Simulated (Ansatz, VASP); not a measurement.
# Li2Pd: VASP beside Ansatz

The input INCAR:

```
SYSTEM = Li2Pd
PREC = Accurate
ENCUT = 520
EDIFF = 1E-8
ISMEAR = -1
SIGMA = 0.08
LREAL = .False.
LASPH = .True.
NELM = 100
ALGO = Normal
ISIF = 2
LWAVE = .False.
LCHARG = .False.
GGA = CA
LEFG = .True.
NBANDS = 15
```

File KPOINTS:

```
regular mesh
0
Gamma
  11 11 15
  0 0 0
```

Contents of POSCAR:

```
Li2Pd
1.0
    4.1404167863      0.0000000000      0.0000000000
   -2.0702083932      3.5857061193      0.0000000000
    0.0000000000      0.0000000000      2.6761312904
Li Pd
2 1
Direct
    0.3333333333      0.6666666667      0.5000000000
    0.6666666667      0.3333333333      0.5000000000
    0.0000000000      0.0000000000      0.0000000000
```

Input for Ansatz:

```yaml
crystal:
  lattice:
    - [4.1404167863, 0.0, 0.0]
    - [-2.0702083932, 3.5857061193, 0.0]
    - [0.0, 0.0, 2.6761312904]
  atoms:
    - { symbol: Li, position: [0.3333333333, 0.6666666667, 0.5] }
    - { symbol: Li, position: [0.6666666667, 0.3333333333, 0.5] }
    - { symbol: Pd, position: [0.0, 0.0, 0.0] }
kpoints:
  mp_grid: { grid: [11, 11, 15] }
scf:
  occupations: { method: fermi_dirac, width: 0.08 }
hamiltonian:
  xc: lda
  pseudopotentials: { kind: paw }
output:
  forces: true
  stress: true
  eigenvalues: true
  efg: { contact_densities: true }
```

Change from the starting cell: volume scaled by 0.94, PAW files.

Alike in both runs: task electric field gradients; functional LDA; k mesh 11 × 11 × 15; occupations fermi-dirac, width 0.08 eV; no spin polarisation.

```csv
,VASP,Ansatz
version,VASP 6.6.1,Ansatz 0.2.0
potentials or method,"VASP PAW LDA potentials, release 64 (Li_sv, Pd)","PAW with Ansatz's default frozen-core files, scalar-relativistic"
plane-wave cutoff (eV),520,420
valence electrons in the cell,16,24
```

|  | VASP | Ansatz | Ansatz less VASP |
| --- | --- | --- | --- |
| size of Vzz on the site where it differs most (V/Å²) | 94.8 | 88.1 | -6.73 |

LDA's correlation is that of Perdew and Zunger in VASP and of Perdew and Wang (1992) in Ansatz. VASP's potentials hold 16 valence electrons a cell and Ansatz's 24, so a difference there can come from the potentials and not from the codes.

Noted on VASP's run: the cutoff is short for stress, so the pressure is rough.
